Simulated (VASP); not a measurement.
# BN (hexagonal boron nitride): relaxation of cell and atoms with PBE+D3(BJ)

Crystal: BN (hexagonal boron nitride).

```
B N
1.0
     2.50400    0.00000    0.00000
    -1.25200    2.16853    0.00000
     0.00000    0.00000    6.66100
B N
2 2
Direct
  0.33333 0.66667 0.25000
  0.66667 0.33333 0.75000
  0.66667 0.33333 0.25000
  0.33333 0.66667 0.75000
```

* Program: VASP 6.6.1
* Task: relaxation of cell and atoms
* Functional: PBE
* Dispersion: D3(BJ)
* Potentials or basis: VASP PAW PBE potentials, release 64 (B, N)
* Cutoff: 600 eV
* k mesh: 12 × 12 × 4
* Occupations: gaussian, width 0.01 eV
* Spin: no spin polarisation
* Dipole correction: no
* Further INCAR settings: ALGO = Normal; EDIFF = 1e-06; IBRION = 2; EDIFFG = -0.002; NSW = 80; ISIF = 3

```
Relaxed volume                         : 8.92 Å³/atom
Relaxed cell                           : a = 2.506 Å, b = 2.506 Å, c = 6.558 Å, α = 90.00°, β = 90.00°, γ = 120.00°
Space group after relaxing (to 0.05 Å) : P6_3/mmc (No. 194)
Energy gained by relaxing              : 0.3 meV/atom
Ionic steps                            : 12
Pressure after relaxing                : 0.0 GPa
Band gap on the k mesh                 : 4.24 eV, indirect (least direct gap 4.63 eV)
Dispersion energy per atom             : -0.143 eV
```

The path:
```
step  energy change (eV)  largest force (eV/Å)  pressure (GPa)  volume (Å³)
   1              0.0000                0.0000            0.55        36.17
   2              0.0005                0.0000           -1.46        36.33
   3             -0.0003                0.0000           -0.20        36.23
   4             -0.0004                0.0000           -0.19        36.19
   5             -0.0006                0.0000           -0.16        36.07
   6             -0.0010                0.0000           -0.10        35.83
   7             -0.0007                0.0000            0.03        35.34
   8             -0.0010                0.0000           -0.07        35.69
   9             -0.0010                0.0000           -0.06        35.67
  10             -0.0010                0.0000           -0.06        35.68
  11             -0.0009                0.0000            0.54        35.62
  12             -0.0010                0.0000           -0.01        35.67
```

Final structure:
```cif
data_structure
_symmetry_space_group_name_H-M 'P 1'
_symmetry_Int_Tables_number 1
_cell_length_a 2.5063
_cell_length_b 2.5063
_cell_length_c 6.5578
_cell_angle_alpha 90.000
_cell_angle_beta 90.000
_cell_angle_gamma 120.000
_cell_volume 35.67
loop_
_atom_site_label
_atom_site_type_symbol
_atom_site_fract_x
_atom_site_fract_y
_atom_site_fract_z
_atom_site_occupancy
B1 B 0.33333 0.66667 0.25000 1
B2 B 0.66667 0.33333 0.75000 1
N1 N 0.66667 0.33333 0.25000 1
N2 N 0.33333 0.66667 0.75000 1
```

Levels at points of the mesh, in eV from the valence-band top:
```tsv
k point	band 6	band 7	band 8	band 9	band 10	band 11
(0.00, 0.00, 0.00)	-1.34	-1.30	-1.30	5.33	10.44	11.51
(0.50, 0.00, 0.00)	-4.08	-1.49	-0.41	4.24	5.69	9.51
(0.00, 0.00, 0.50)	-1.32	-1.32	-1.32	7.76	7.76	11.58
(0.50, 0.00, 0.50)	-4.11	-0.92	-0.92	4.72	4.72	9.89
```

Run time: 2.2 min on 1 thread of Intel(R) Xeon(R) Platinum 8259CL CPU @ 2.50GHz (Skylake/Cascade Lake), with other jobs on the host, peak memory 0.18 GiB.

A k mesh can miss the band edges. PBE gaps usually lie below the measured ones, often by a third to a half.
